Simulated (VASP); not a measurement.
## Al16O: single point with PBE

Al16O, a slab with vacuum:

```
CELL_PARAMETERS angstrom
5.71342 0.00000 0.00000
-2.85671 4.94797 0.00000
0.00000 0.00000 20.99749
ATOMIC_POSITIONS crystal
Al 0.00000 0.00000 0.33337
Al 0.16667 0.33333 0.44446
Al 0.33333 0.66667 0.55554
Al 0.00000 0.00000 0.66663
Al 0.00000 0.50000 0.33337
Al 0.16667 0.83333 0.44446
Al 0.33333 0.16667 0.55554
Al 0.00000 0.50000 0.66663
Al 0.50000 0.00000 0.33337
Al 0.66667 0.33333 0.44446
Al 0.83333 0.66667 0.55554
Al 0.50000 0.00000 0.66663
Al 0.50000 0.50000 0.33337
Al 0.66667 0.83333 0.44446
Al 0.83333 0.16667 0.55554
Al 0.50000 0.50000 0.66663
O 0.16667 0.33333 0.70473
```

```yaml
Program: VASP 6.6.1
Task: single point
Functional: PBE
Potentials_or_basis: VASP PAW PBE potentials, release 64 (Al, O)
Cutoff: 520 eV
k_mesh: 1 × 1 × 1
Occupations: gaussian, width 0.05 eV
Spin: no spin polarisation
```

| Item | Value |
| --- | --- |
| Largest force | 2.090 eV/Å |
| Band gap on the k mesh | 0.24 eV |

Forces on the atoms (eV/Å):
```
Al   0.000  1.151  1.225
Al   0.000  0.000  0.299
Al   0.000 -0.642 -0.293
Al   0.000 -0.900 -1.886
Al   0.997 -0.576  1.225
Al   0.264  0.153  0.530
Al  -0.556  0.321 -0.293
Al  -0.779  0.450 -1.886
Al   0.000  0.000  1.174
Al   0.000 -0.305  0.530
Al   0.000  0.000 -0.266
Al   0.000  0.000 -1.942
Al  -0.997 -0.576  1.225
Al  -0.264  0.153  0.530
Al   0.556  0.321 -0.293
Al   0.779  0.450 -1.886
O    0.000  0.000  2.008
```

Levels at points of the mesh, in eV from the valence-band top:
```csv
k point,band 24,band 25,band 26,band 27,band 28,band 29,band 30,band 31
"(0.00, 0.00, 0.00)",-1.48,-0.71,-0.71,0.00,0.24,0.37,0.54,0.54
```

It took 85 s on 1 thread of Intel(R) Xeon(R) Platinum 8488C (Sapphire Rapids), on a shared host, peak memory 0.58 GiB.

Caveat: the k points lie up to 1.27 Å⁻¹ apart.
